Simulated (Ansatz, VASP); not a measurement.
**InSb: VASP beside Ansatz**

```
In Sb
1.0
     0.00000    3.23910    3.23910
     3.23910    0.00000    3.23910
     3.23910    3.23910    0.00000
In Sb
1 1
Direct
  0.00000 0.00000 0.00000
  0.75000 0.75000 0.75000
```

Alike in both runs: task single point; functional PBE; k mesh 10 × 10 × 10; occupations gaussian, width 0.05 eV; no spin polarisation.

|  | VASP | Ansatz |
| --- | --- | --- |
| version | VASP 6.6.1 | Ansatz 0.2.0 |
| potentials or method | VASP PAW PBE potentials, release 64 (In_d, Sb), cutoff 500 eV | scalar-relativistic, plane waves, PAW |
| valence electrons in the cell | 18 | 28 |

|  | VASP | Ansatz | Ansatz less VASP |
| --- | --- | --- | --- |
| pressure (GPa) | 3.1 | 3.1 | +0.03 |

VASP's potentials hold 18 valence electrons a cell and Ansatz's 28, so a difference there can come from the potentials and not from the codes.

Spin-orbit coupling is off throughout.
